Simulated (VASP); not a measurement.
# CO2 (I-42d) in VASP: phonons with r2SCAN

Aim: the phonons of CO2 with r2SCAN.

All numbers are computed with VASP 6.6.1; they aren't measurements. Logs are shortened: lines on timing, memory, paths and dates and some standing lists are left out, and cuts for length are marked.

## (1) The cell of the first run

The structure is tetragonal, space group I-42d (No. 122). The conventional cell has a = 3.910 Å, b = 3.910 Å, c = 5.935 Å, α = 90.00°, β = 90.00°, γ = 90.00°. C (site symmetry -4) has 4 O at 1.39 Å within 1.9 Å. O (site symmetry 2) has 2 C at 1.39 Å within 1.9 Å.

## (2) Phonons, r2SCAN

INCAR reads:

```
PREC = Accurate
ENCUT = 520
EDIFF = 1E-8
ISMEAR = 0
SIGMA = 0.01
LREAL = F
LASPH = T
NELM = 100
ALGO = Normal
ISIF = 2
LWAVE = F
LCHARG = T
METAGGA = R2SCAN
LMIXTAU = T
IBRION = 6
NFREE = 2
POTIM = 0.015
NSW = 1
```

KPOINTS reads:

```
Automatic mesh
0
Gamma
  8 8 8
```

POSCAR reads:

```
CO2
1.0
   -1.9548040277      1.9548040277      2.9673373429
    1.9548040277     -1.9548040277      2.9673373429
    1.9548040277      1.9548040277     -2.9673373429
C O
2 4
Direct
    0.0000000000      0.0000000000      0.0000000000
    0.7500000000      0.2500000000      0.5000000000
    0.3750000000      0.2923516868      0.4173516868
    0.7076483132      0.1250000000      0.0826483132
    0.8750000000      0.9576483132      0.5826483132
    0.0423516868      0.6250000000      0.9173516868
```

Potentials or basis: VASP PAW PBE potentials, release 64 (C, O).

Started as:

```
$ cat potpaw_PBE.64/C/POTCAR potpaw_PBE.64/O/POTCAR > POTCAR
$ mpirun -np 1 vasp_std > vasp.out
```

OUTCAR:

```text
PREC = Accurate
   ENCUT = 520
   EDIFF = 1E-8
   ISMEAR = 0
   LREAL = F
   LASPH = T
   NELM = 100
   ISIF = 2
   METAGGA = R2SCAN
   IBRION = 6
   NFREE = 2
   POTIM = 0.015
   NSW = 1

 ion  position               nearest neighbor table
   1  0.000  0.000  0.000-   6 1.39   5 1.39   3 1.39   4 1.39
   2  0.750  0.250  0.500-   4 1.39   6 1.39   5 1.39   3 1.39
   3  0.375  0.292  0.417-   1 1.39   2 1.39
   4  0.708  0.125  0.083-   2 1.39   1 1.39
   5  0.875  0.958  0.583-   1 1.39   2 1.39
   6  0.042  0.625  0.917-   2 1.39   1 1.39

  LATTYP: Found a body centered tetragonal cell.
 ALAT       =     3.9096080554
 C/A-ratio  =     1.5179717766

  Lattice vectors:

 A1 = (  -1.9548040277,   1.9548040277,   2.9673373429)
 A2 = (   1.9548040277,  -1.9548040277,   2.9673373429)
 A3 = (   1.9548040277,   1.9548040277,  -2.9673373429)

Analysis of symmetry for initial positions (statically):
=====================================================================
 Subroutine PRICEL returns:
 Original cell was already a primitive cell.

 Routine SETGRP: Setting up the symmetry group for a
 body centered tetragonal supercell.

 Subroutine GETGRP returns: Found  8 space group operations
 (whereof  4 operations were pure point group operations)
 out of a pool of 16 trial point group operations.

The static configuration has the point symmetry S_4 .
 The point group associated with its full space group is D_2d.

Analysis of symmetry for dynamics (positions and initial velocities):
=====================================================================
 Subroutine PRICEL returns:
 Original cell was already a primitive cell.

 Routine SETGRP: Setting up the symmetry group for a
 body centered tetragonal supercell.

 Subroutine GETGRP returns: Found  8 space group operations
 (whereof  4 operations were pure point group operations)
 out of a pool of 16 trial point group operations.

The dynamic configuration has the point symmetry S_4 .
 The point group associated with its full space group is D_2d.

 Subroutine INISYM returns: Found  8 space group operations
 (whereof  4 operations are pure point group operations),
 and found     1 'primitive' translations

----------------------------------------------------------------------------------------

                                     Primitive cell

  volume of cell :      45.3559

  direct lattice vectors                    reciprocal lattice vectors
    -1.954804028  1.954804028  2.967337343     0.000000000  0.255780116  0.168501233
     1.954804028 -1.954804028  2.967337343     0.255780116  0.000000000  0.168501233
     1.954804028  1.954804028 -2.967337343     0.255780116  0.255780116  0.000000000

  length of vectors
     4.055565125  4.055565125  4.055565125     0.306294193  0.306294193  0.361727708

  position of ions in fractional coordinates (direct lattice)
     0.000000000  0.000000000  0.000000000
     0.750000000  0.250000000  0.500000000
     0.375000000  0.292351687  0.417351687
     0.707648313  0.125000000  0.082648313
     0.875000000  0.957648313  0.582648313
     0.042351687  0.625000000  0.917351687

  ion indices of the primitive-cell ions
   primitive index   ion index
                 1           1
                 2           2
                 3           3
                 4           4
                 5           5
                 6           6

----------------------------------------------------------------------------------------

 KPOINTS: Automatic mesh

Automatic generation of k-mesh.
 Grid dimensions read from file:
 generate k-points for:    8    8    8

 Generating k-lattice:

  Cartesian coordinates                     Fractional coordinates (reciprocal lattice)
     0.000000000  0.031972514  0.021062654     0.125000000  0.000000000  0.000000000
     0.031972514  0.000000000  0.021062654     0.000000000  0.125000000  0.000000000
     0.031972514  0.031972514  0.000000000     0.000000000  0.000000000  0.125000000

  Length of vectors
     0.038286774  0.038286774  0.045215964

  Shift w.r.t. Gamma in fractional coordinates (k-lattice)
     0.000000000  0.000000000  0.000000000

 Subroutine IBZKPT returns following result:
 ===========================================

 Found     59 irreducible k-points:

 Following reciprocal coordinates:
            Coordinates               Weight
  0.000000  0.000000  0.000000      1.000000
  0.125000  0.000000 -0.000000      8.000000
  0.250000  0.000000 -0.000000      8.000000
  0.375000  0.000000 -0.000000      8.000000
  0.500000  0.000000 -0.000000      4.000000
  0.125000  0.125000 -0.000000      8.000000
[... 16 lines left out ...]
  0.250000  0.125000  0.125000     16.000000
  0.375000  0.125000  0.125000      8.000000
 [... further k-points ...]
   k-points           NKPTS =     59   k-points in BZ     NKDIM =     59   number of bands    NBANDS=     20
   number of dos      NEDOS =    301   number of ions     NIONS =      6
   total plane-waves  NPLWV =  27000
   dimension x,y,z NGX =    30 NGY =   30 NGZ =   30
   dimension x,y,z NGXF=    60 NGYF=   60 NGZF=   60
   ions per type =               2   4
   NGX,Y,Z   is equivalent  to a cutoff of  12.30, 12.30, 12.30 a.u.
   NGXF,Y,Z  is equivalent  to a cutoff of  24.60, 24.60, 24.60 a.u.
 SYSTEM =  unknown system
   PREC   = accura    normal or accurate (medium, high low for compatibility)
   ISTART =      0    job   : 0-new  1-cont  2-samecut
   ICHARG =      2    charge: 1-file 2-atom 10-const
   ISPIN  =      1    spin polarized calculation?
   LNONCOLLINEAR =      F non collinear calculations
   LSORBIT =      F    spin-orbit coupling
   LASPH  =      T    aspherical Exc in radial PAW
   ENCUT  =  520.0 eV  38.22 Ry    6.18 a.u.   7.54  7.54  7.54*2*pi/ulx,y,z
   NELM   =    100;   NELMIN=  2; NELMDL= -5     # of ELM steps
   EDIFF  = 0.1E-07   stopping-criterion for ELM
   LREAL  =      F    real-space projection
   EDIFFG = 0.1E-06   stopping-criterion for IOM
   NSW    =    109    number of steps for IOM
   IBRION =      6    ionic relax: 0-MD 1-quasi-New 2-CG
   NFREE  =      2    steps in history (QN), initial steepest desc. (CG)
   ISIF   =      2    stress and relaxation
   ISYM   =      2    0-nonsym 1-usesym 2-fastsym
   POTIM  = 0.0150    time-step for ionic-motion
   TEBEG  =    0.0;   TEEND  =   0.0 temperature during run
   PSTRESS=    0.0 pullay stress
   NELECT =      32.0000    total number of electrons
   NUPDOWN=      -1.0000    fix difference up-down
   EMIN   =  10.00;   EMAX   =-10.00  energy-range for DOS
   EFERMI =   0.00;   METHOD = LEGACY
   ISMEAR =     0;   SIGMA  =   0.01  broadening in eV -4-tet -1-fermi 0-gaus
   EFERMI_NEDOS =   21; number of points for ismear=-14 and -15
   IALGO  =     38    algorithm
   IMIX   =      4    mixing-type and parameters
     AMIX     =   0.40;   BMIX     =  1.00
     AMIX_MAG =   1.60;   BMIX_MAG =  1.00
  volume/ion in A,a.u.               =       7.56        51.01
  Fermi-wavevector in a.u.,A,eV,Ry     =   1.457405  2.754097 28.899189  2.124030
  Thomas-Fermi vector in A             =   2.574211
   LORBIT       =      0    0 simple, 1 ext, 2 COOP (PROOUT), +10 PAW based schemes
   METAGGA = R2SCAN    functional components
   LHFCALC =     F    Hartree Fock is set to
   AEXX    =    0.0000 exact exchange contribution
   IVDW    =     0    specifies the selected vdW correction
   LEPSILON=     F    determine dielectric tensor
   LRPA    =     F    only Hartree local field effects (RPA)
 finite differences with symmetry
 non-spin polarized calculation
 Gauss-broadening in eV      SIGMA  =   0.01
  energy-cutoff  :      520.00
  volume of cell :       45.36
 maximum number of plane-waves:      1234
   NGX = 15   NGY = 15   NGZ = 15

--------------------------------------- Ionic step        1  -------------------------------------------

 number of electron      31.9999977 magnetization

 Free energy of the ion-electron system (eV)
  ---------------------------------------------------
  ext. energy  EPLUGINS =         0.00000000
  ---------------------------------------------------
  free energy    TOTEN  =       -49.36591584 eV

  energy without entropy =      -49.36591584  energy(sigma->0) =      -49.36591584

------------------------ aborting loop because EDIFF is reached ----------------------------------------

  FORCE on cell =-STRESS in cart. coord.  units (eV):
  Direction    XX          YY          ZZ          XY          YZ          ZX
  --------------------------------------------------------------------------------------
  -------------------------------------------------------------------------------------
  Total        0.6762371      0.6762371      0.5624655      0.0000000     -0.0000000      0.0000000
  in kB       23.8878037     23.8878037     19.8688658      0.0000000     -0.0000000      0.0000000
  external PRESSURE =      22.5481578 kB  Pullay stress =       0.0000000 kB
[... 101 lines left out ...]
  FREE ENERGIE OF THE ION-ELECTRON SYSTEM (eV)
  ---------------------------------------------------
  free  energy   TOTEN  =       -49.3617591387 eV

  energy  without entropy=      -49.3617591387  energy(sigma->0) =      -49.36175914

[... ionic steps 4 to 8 ...]

--------------------------------------- Ionic step        9  -------------------------------------------

 number of electron      31.9999979 magnetization

------------------------ aborting loop because EDIFF is reached ----------------------------------------
[... 75 lines left out ...]
--------------------------------------- Ionic step       11  -------------------------------------------

 number of electron      31.9999979 magnetization

 Free energy of the ion-electron system (eV)
  ---------------------------------------------------
  ext. energy  EPLUGINS =         0.00000000
  ---------------------------------------------------
  free energy    TOTEN  =       -49.36315250 eV

  energy without entropy =      -49.36315250  energy(sigma->0) =      -49.36315250

 E-fermi :   2.1757     XC(G=0): -12.0652

 val. band max:        2.0333995675   @ k =  -0.0000  -0.5000   0.0000
 cond. band min:      10.5015129611   @ k =   0.0000   0.0000   0.0000
 fundamental gap:      8.4681133936
 Fermi energy:         2.1757498932

 k-point     1 :       0.0000    0.0000    0.0000
  band No.  band energies     occupation
      1     -23.4045      2.00000
      2     -18.0492      2.00000
      3     -18.0412      2.00000
      4     -17.3309      2.00000
      5     -13.1941      2.00000
      6      -7.9616      2.00000
[... 541 lines left out ...]
     19      12.5141      0.00000
     20      13.1820      0.00000

 [... further k-points ...]
[... 5 lines left out ...]
  --------------------------------------------------------------------------------------
  -------------------------------------------------------------------------------------
  Total        0.6822197      0.6864874      0.5644131      0.0656636      0.0066030      0.2155785
  in kB       24.0991357     24.2498914     19.9376657      2.3195396      0.2332491      7.6152230
  external PRESSURE =      22.7622309 kB  Pullay stress =       0.0000000 kB
[... 21 lines left out ...]
  FREE ENERGIE OF THE ION-ELECTRON SYSTEM (eV)
  ---------------------------------------------------
  free  energy   TOTEN  =       -49.3631524989 eV

  energy  without entropy=      -49.3631524989  energy(sigma->0) =      -49.36315250

 INTERNAL STRAIN TENSORS FROM DISPLACED ATOMS
 ============================================

 INTERNAL STRAIN TENSOR FOR ION    1 for displacements in x,y,z  (eV/Angst):
          X           Y           Z          XY          YZ          ZX
  --------------------------------------------------------------------------------
  x     0.00000     0.00000     0.00000     0.00000     5.80150   -13.90076
  y     0.00000     0.00000     0.00000     0.00000    13.90080     5.80151
  z   -14.53586    14.53586     0.00000     8.76784     0.00000     0.00000

 INTERNAL STRAIN TENSOR FOR ION    6 for displacements in x,y,z  (eV/Angst):
          X           Y           Z          XY          YZ          ZX
  --------------------------------------------------------------------------------
  x     0.00000    -0.00000     0.00000   -16.99011    -4.23502     0.00000
  y    -9.07603   -26.36053    -9.11184     0.00000     0.00000    -1.55987
  z     0.00000     0.00000     0.00000    -4.37876   -14.37253    -0.00000

 Eigenvectors and eigenvalues of the dynamical matrix
 ----------------------------------------------------

   1 f  =   33.448937 THz   210.165873 2PiTHz 1115.736457 cm-1   138.333628 meV
             X         Y         Z           dx          dy          dz
      0.000000  0.000000  0.000000     0.000000   -0.000000    0.706048
     -0.000000  1.954804  1.483669    -0.000000   -0.000000   -0.706048
      0.654280  0.977402  0.741834    -0.027349   -0.000000   -0.000000
     -0.977402  1.300525  2.225503     0.000000   -0.027349   -0.000000
      1.300525  0.977402  3.709172     0.027349    0.000000    0.000000
      2.932206  0.654280 -0.741834    -0.000000    0.027349   -0.000000
[... 145 lines left out ...]
  18 f/i=    0.011314 THz     0.071086 2PiTHz    0.377383 cm-1     0.046790 meV
             X         Y         Z           dx          dy          dz
      0.000000  0.000000  0.000000     0.135955   -0.343267    0.000000
     -0.000000  1.954804  1.483669     0.136003   -0.343249    0.000000
      0.654280  0.977402  0.741834     0.156972   -0.396658    0.000483
     -0.977402  1.300525  2.225503     0.157133   -0.396251    0.000191
      1.300525  0.977402  3.709172     0.156972   -0.396658   -0.000483
      2.932206  0.654280 -0.741834     0.157133   -0.396251   -0.000191

 ELASTIC MODULI CONTR FROM IONIC RELAXATION (kBar)
 Direction    XX          YY          ZZ          XY          YZ          ZX
 --------------------------------------------------------------------------------
 XX       -2338.2182  -1203.4283   -910.6677      0.0000      0.0000     -0.0000
 YY       -1203.4283  -2338.2182   -910.6677     -0.0000      0.0000     -0.0000
 ZZ        -910.6677   -910.6677   -468.3221      0.0000      0.0000     -0.0000
 XY           0.0000     -0.0000     -0.0000  -1048.2131     -0.0000      0.0000
 YZ           0.0000      0.0000      0.0000     -0.0000  -1251.8766      0.0000
 ZX          -0.0000     -0.0000     -0.0000     -0.0000      0.0000  -1251.8791
 --------------------------------------------------------------------------------
```

It took 74 min on 1 thread of AMD EPYC 9R45 (Zen 5), shared host; peak memory 0.39 GiB.

What came out:

- Highest phonon frequency at Γ, LO-TO splitting left out: 1116 cm⁻¹

Phonon frequencies in cm⁻¹ (negative: imaginary):
| q point | frequencies |
| --- | --- |
| (0.000, 0.000, 0.000) | 0 0 0 353 353 548 652 698 806 870 870 920 920 931 1083 1083 1100 1116 |

Caveat: the cell wasn't relaxed at this level first, which shifts response properties; the PAW data sets were made with another functional, which shifts forces and pressure a little.
